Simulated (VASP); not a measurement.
# C: single point with RPBE

Crystal: C.

```
C
1.0
    -1.19521    1.19521    1.19521
     1.19521   -1.19521    1.19521
     1.19521    1.19521   -1.19521
C
1
Direct
  0.00000 0.00000 0.00000
```

```yaml
Program: VASP 6.6.1
Task: single point
Functional: RPBE
Potentials_or_basis: VASP PAW PBE potentials, release 64 (C)
Cutoff: 520 eV
k_mesh: 18 × 18 × 18
Occupations: fermi-dirac, width 0.1 eV
Spin: no spin polarisation
Dipole_correction: no
Further_INCAR_settings: ALGO = Normal; EDIFF = 1e-06; NBANDS = 8
```

```yaml
Pressure: 0.0 GPa
Band_gap_on_the_k_mesh: zero (band 2 reaches 17.25 eV, above the bottom of band 3 at 3.39 eV)
```

Levels at points of the mesh, in eV from the Fermi level:
```csv
k point,band 1,band 2,band 3,band 4,band 5
"(0.00, 0.00, 0.00)",-19.42,8.92,8.92,8.92,32.77
"(0.50, 0.00, 0.00)",-8.68,-8.66,4.36,7.56,21.29
"(0.50, 0.50, 0.50)",-1.52,-1.52,-1.52,0.22,11.90
```

It took 2.7 s on 1 thread of Intel(R) Xeon(R) Platinum 8559C (Emerald Rapids), on a shared host, peak memory 0.11 GiB.

Caveat: the PAW data sets were made with another functional, which shifts forces and pressure a little.
